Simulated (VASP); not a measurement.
# As (R-3m) in VASP: single point with r2SCAN+D3(BJ)

Aim: the single point of As with r2SCAN+D3(BJ).

Program: VASP 6.6.1. These are calculated values, not measurements. Logs are shortened: lines on timing, memory, paths and dates and some standing lists are left out, and cuts for length are marked.

## 1. The cell of the first run

The structure is trigonal, space group R-3m (No. 166). The conventional cell has a = 3.763 Å, b = 3.763 Å, c = 10.546 Å, α = 90.00°, β = 90.00°, γ = 120.00°. Within 3.3 Å of As (site symmetry 3m) lie 6 As at 2.52 to 3.13 Å.

## 2. Single point, r2SCAN+D3(BJ)

The input, POSCAR:

```
As
1.0
    1.8815338185      1.0863040583      3.5154388403
   -1.8815338185      1.0863040583      3.5154388403
    0.0000000000     -2.1726081115      3.5154388418
As
2
Direct
    0.7732305279      0.7732305279      0.7732305279
    0.2267694721      0.2267694721      0.2267694721
```

The input, INCAR.step1:

```
  PREC = Accurate
  ENCUT = 520
  ISMEAR = 0
  SIGMA = 0.05
  LREAL = F
  LASPH = T
  NELM = 60
  NBANDS = 12
  GGA = PE
  ALGO = Normal
  EDIFF = 1E-4
  LWAVE = T
  LCHARG = F
```

The input, INCAR.step2:

```
  PREC = Accurate
  ENCUT = 520
  EDIFF = 1E-6
  ISMEAR = 0
  SIGMA = 0.05
  LREAL = F
  LASPH = T
  NELM = 60
  ALGO = Normal
  ISIF = 2
  LWAVE = F
  LCHARG = F
  METAGGA = R2SCAN
  LMIXTAU = T
  IVDW = 12
  VDW_S6 = 1.0
  VDW_S8 = 0.78981345
  VDW_A1 = 0.49484001
  VDW_A2 = 5.73083694
  NBANDS = 12
  ISTART = 1
```

The input, KPOINTS:

```
Automatic mesh
0
Gamma
  15 15 15
```

Potentials or basis: VASP PAW PBE potentials, release 64 (As).

Command:

```sh
cat potpaw_PBE.64/As/POTCAR > POTCAR
cp INCAR.step1 INCAR
mpirun -np 1 vasp_std > vasp.out
cp INCAR.step2 INCAR
mpirun -np 1 vasp_std > vasp.out
```

OUTCAR:

```text
PREC = Accurate
   ENCUT = 520
   EDIFF = 1E-6
   ISMEAR = 0
   LREAL = F
   LASPH = T
   NELM = 60
   ISIF = 2
   METAGGA = R2SCAN
   IVDW = 12
   ISTART = 1
 IVDW          = 12

 ion  position               nearest neighbor table
   1  0.773  0.773  0.773-   2 2.52   2 2.52   2 2.52
   2  0.227  0.227  0.227-   1 2.52   1 2.52   1 2.52

  LATTYP: Found a trigonal (rhomboedric) cell.
 ALAT       =     4.1326185715
 COS(alpha) =     0.5854247159

  Lattice vectors:

 A1 = (   1.8815338185,   1.0863040583,   3.5154388403)
 A2 = (  -1.8815338185,   1.0863040583,   3.5154388403)
 A3 = (   0.0000000000,  -2.1726081115,   3.5154388418)

Analysis of symmetry for initial positions (statically):
=====================================================================
 Subroutine PRICEL returns:
 Original cell was already a primitive cell.

 Routine SETGRP: Setting up the symmetry group for a
 trigonal (rhombohedral) supercell.

 Subroutine GETGRP returns: Found 12 space group operations
 (whereof 12 operations were pure point group operations)
 out of a pool of 12 trial point group operations.

The static configuration has the point symmetry D_3d.

Analysis of symmetry for dynamics (positions and initial velocities):
=====================================================================
 Subroutine PRICEL returns:
 Original cell was already a primitive cell.

 Routine SETGRP: Setting up the symmetry group for a
 trigonal (rhombohedral) supercell.

 Subroutine GETGRP returns: Found 12 space group operations
 (whereof 12 operations were pure point group operations)
 out of a pool of 12 trial point group operations.

The dynamic configuration has the point symmetry D_3d.

 Subroutine INISYM returns: Found 12 space group operations
 (whereof 12 operations are pure point group operations),
 and found     1 'primitive' translations

----------------------------------------------------------------------------------------

                                     Primitive cell

  volume of cell :      43.1116

  direct lattice vectors                    reciprocal lattice vectors
     1.881533818  1.086304058  3.515438840     0.265740639  0.153425430  0.094819836
    -1.881533818  1.086304058  3.515438840    -0.265740639  0.153425430  0.094819836
     0.000000000 -2.172608112  3.515438842     0.000000000 -0.306850859  0.094819836

  length of vectors
     4.132618571  4.132618571  4.132618571     0.321167014  0.321167014  0.321167014
[... 89 lines left out ...]
   POTIM  = 0.5000    time-step for ionic-motion
   TEBEG  =    0.0;   TEEND  =   0.0 temperature during run
   PSTRESS=    0.0 pullay stress
   NELECT =      10.0000    total number of electrons
   NUPDOWN=      -1.0000    fix difference up-down
   EMIN   =  10.00;   EMAX   =-10.00  energy-range for DOS
   EFERMI =   0.00;   METHOD = LEGACY
   ISMEAR =     0;   SIGMA  =   0.05  broadening in eV -4-tet -1-fermi 0-gaus
   EFERMI_NEDOS =   21; number of points for ismear=-14 and -15
   IALGO  =     38    algorithm
   IMIX   =      4    mixing-type and parameters
     AMIX     =   0.40;   BMIX     =  1.00
     AMIX_MAG =   1.60;   BMIX_MAG =  1.00
  volume/ion in A,a.u.               =      21.56       145.47
  Fermi-wavevector in a.u.,A,eV,Ry     =   1.005874  1.900826 13.766127  1.011782
  Thomas-Fermi vector in A             =   2.138581
   LORBIT       =      0    0 simple, 1 ext, 2 COOP (PROOUT), +10 PAW based schemes
   METAGGA = R2SCAN    functional components
   LHFCALC =     F    Hartree Fock is set to
   AEXX    =    0.0000 exact exchange contribution
   IVDW    =    12    specifies the selected vdW correction
   LEPSILON=     F    determine dielectric tensor
   LRPA    =     F    only Hartree local field effects (RPA)
 non-spin polarized calculation
 Gauss-broadening in eV      SIGMA  =   0.05
  energy-cutoff  :      520.00
  volume of cell :       43.11
 maximum number of plane-waves:      1176
   NGX = 15   NGY = 15   NGZ = 15

 number of electron      10.0000000 magnetization

 Free energy of the ion-electron system (eV)
  ---------------------------------------------------
  ext. energy  EPLUGINS =         0.00000000
  ---------------------------------------------------
  free energy    TOTEN  =       -29.37743990 eV

  energy without entropy =      -29.37732192  energy(sigma->0) =      -29.37738091

 E-fermi :   5.4521     XC(G=0): -10.3988

 val. band max:        5.4162052131   @ k =   0.3333   0.2000   0.2000
 cond. band min:       5.4802370356   @ k =   0.4000   0.2000   0.2000
 fundamental gap:      0.0640318224
 Fermi energy:         5.4521063793

 k-point     1 :       0.0000    0.0000    0.0000
  band No.  band energies     occupation
      1     -10.4124      2.00000
      2      -0.6093      2.00000
      3       2.6272      2.00000
      4       3.1117      2.00000
      5       3.1117      2.00000
      6       7.1219      0.00000
      7       8.3516      0.00000
      8       8.3516      0.00000
      9      12.6195      0.00000
     10      12.6195      0.00000
     11      13.1700      0.00000
     12      14.5461      0.00000
[... 331 lines left out ...]
 k-point    24 :       0.2000    0.1333    0.0000
  band No.  band energies     occupation
      1      -9.9011      2.00000
      2      -2.1117      2.00000
      3       1.7760      2.00000
      4       2.3825      2.00000
      5       4.2038      2.00000
      6       6.6804      0.00000
      7       7.8669      0.00000
      8       8.9017      0.00000
      9      11.2841      0.00000
     10      12.8518      0.00000
     11      13.8125      0.00000
     12      15.4655      0.00000

 [... further k-points ...]

------------------------ aborting loop because EDIFF is reached ----------------------------------------

 Edisp (eV)   -0.39132

 E8    (eV) :    -0.1274

  FORCE on cell =-STRESS in cart. coord.  units (eV):
  Direction    XX          YY          ZZ          XY          YZ          ZX
  --------------------------------------------------------------------------------------
  -------------------------------------------------------------------------------------
  Total      -0.00286    -0.00286     0.05471    -0.00000     0.00000     0.00000
  in kB      -0.10643    -0.10643     2.03330    -0.00000     0.00000     0.00000
  external pressure =        0.61 kB  Pullay stress =        0.00 kB

 VOLUME and BASIS-vectors are now :
 -----------------------------------------------------------------------------
  energy-cutoff  :      520.00
  volume of cell :       43.11
      direct lattice vectors                 reciprocal lattice vectors
     1.881533818  1.086304058  3.515438840     0.265740639  0.153425430  0.094819836
    -1.881533818  1.086304058  3.515438840    -0.265740639  0.153425430  0.094819836
     0.000000000 -2.172608112  3.515438842     0.000000000 -0.306850859  0.094819836

 POSITION                                       TOTAL-FORCE (eV/Angst)
 -----------------------------------------------------------------------------------
      0.00000      0.00000      8.15473         0.000000     -0.000000     -0.036946
      0.00000      0.00000      2.39158         0.000000      0.000000      0.036946
 -----------------------------------------------------------------------------------
    total drift:                               -0.000000     -0.000000      0.000000

  FREE ENERGIE OF THE ION-ELECTRON SYSTEM (eV)
  ---------------------------------------------------
  free  energy   TOTEN  =       -29.7687571701 eV

  energy  without entropy=      -29.7686391872  energy(sigma->0) =      -29.76869818
```

OUTCAR.step1:

```text
PREC = Accurate
   ENCUT = 520
   ISMEAR = 0
   LREAL = F
   LASPH = T
[... 581 lines left out ...]
 -----------------------------------------------------------------------------------
      0.00000      0.00000      8.15473         0.000000     -0.000000     -0.329753
      0.00000      0.00000      2.39158         0.000000      0.000000      0.329753
 -----------------------------------------------------------------------------------
    total drift:                               -0.000000      0.000000      0.000000

  FREE ENERGIE OF THE ION-ELECTRON SYSTEM (eV)
  ---------------------------------------------------
  free  energy   TOTEN  =        -9.3194774241 eV

  energy  without entropy=       -9.3192499537  energy(sigma->0) =       -9.31936369
```

Wall time 5.9 min (1 thread of Intel Xeon Platinum 8259CL at 2.50GHz (Skylake/Cascade Lake), shared host); peak memory 0.3 GiB.

Results:

- Free energy: -29.7688 eV
- Pressure: 0.1 GPa
- Largest force: 0.037 eV/Å
- Band gap on the k mesh: zero (band 5 reaches 5.64 eV, above the bottom of band 6 at 5.27 eV)
- Dispersion energy per atom: -0.196 eV

Forces in eV/Å, atoms in the order of the input:
```
As   0.000  0.000 -0.037
As   0.000  0.000  0.037
```

Caveat: the PAW data sets were made with another functional, which shifts forces and pressure a little; pairwise dispersion overbinds metals, which lowers pressure and volume.
